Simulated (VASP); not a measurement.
Runs of VASP 6.6.1 on Al. The structure is that of space group Pm-3m (No. 221), or close to it. The cells are those of the table. 

```csv
task,cell,k mesh,cutoff (eV),gap on the mesh (eV),pressure (GPa)
single point,"a = 2.708 Å, 1 atom",20 × 20 × 20,520,none,-0.2
single point,"a = 2.705 Å, 1 atom",6 × 6 × 6,520,none,-0.1
relaxation of cell and atoms,"relaxed from a = 2.584 Å, 1 atom",6 × 6 × 6,600,none,0.0
single point,"a = 2.584 Å, 1 atom",8 × 8 × 8,520,none,(a)
```

Alike in all rows: level r2SCAN; potentials or basis VASP PAW PBE potentials, release 64 (Al); no spin polarisation; smearing gaussian 0.1 eV.

Task: Estimate the missing entries.

Result: (a) 10.6.

Caveats: some runs use coarse meshes; the PAW data sets were made with another functional, which shifts forces and pressure a little.

A gap of «none» marks levels without a gap at the run's occupations.
